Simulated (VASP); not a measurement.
Write the native input for VASP 6.6.1 that does the following.

```
Task                   : single point
Functional             : PBE
Potentials or basis    : VASP PAW PBE potentials, release 64 (Ca_sv, Se)
Cutoff                 : 520 eV
k mesh                 : 6 × 6 × 6
Occupations            : fermi-dirac, width 0.02 eV
Spin                   : no spin polarisation
Dipole correction      : no
Further INCAR settings : ALGO = Normal; EDIFF = 1e-07; NBANDS = 15
```

The structure of CaSe lies in POSCAR:

```
CaSe
1.0
    0.0000000000      3.1214865131      3.2795613712
    3.1214865131      0.0000000000      3.2795613712
    3.1214865131      3.1214865131      0.0000000000
Ca Se
1 1
Direct
    0.0000000000      0.0000000000      0.0000000000
    0.2500000000      0.2500000000      0.2500000000
```

This cell differs from its parent crystal: biaxial xy strain -4.8%.

These files were run (other wordings do the same):

INCAR

```
ALGO     = Normal         # electronic algorithm
EDIFF    = 1E-7           # SCF threshold, eV
ENCUT    = 520            # plane-wave cutoff, eV
GGA      = PE             # functional
ISIF     = 2              # what is computed and relaxed
ISMEAR   = -1             # smearing method
LASPH    = True           # aspherical terms in the spheres
LCHARG   = False          # write CHGCAR
LREAL    = False          # projectors in reciprocal space
LWAVE    = False          # write WAVECAR
NBANDS   = 15             # bands
NELM     = 100            # most SCF steps
PREC     = Accurate       # precision mode
SIGMA    = 0.02           # smearing width, eV
```

KPOINTS

```
k-points
0
Gamma
  6 6 6
```

Potentials or basis: VASP PAW PBE potentials, release 64 (Ca_sv, Se).

Command:

```console
$ cat potpaw_PBE.64/Ca_sv/POTCAR potpaw_PBE.64/Se/POTCAR > POTCAR
$ mpirun -np 1 vasp_std > vasp.out
```

It gave:

```json
{
 "Pressure": "4.7 GPa",
 "Band gap on the k mesh": "3.39 eV, indirect (least direct gap 3.40 eV)"
}
```

Caveat: the cell differs from its parent crystal (biaxial xy strain -4.8%).

Wall time 30 s on 1 thread of Intel(R) Xeon(R) Platinum 8488C (Sapphire Rapids) (shared host), peak memory 0.21 GiB.
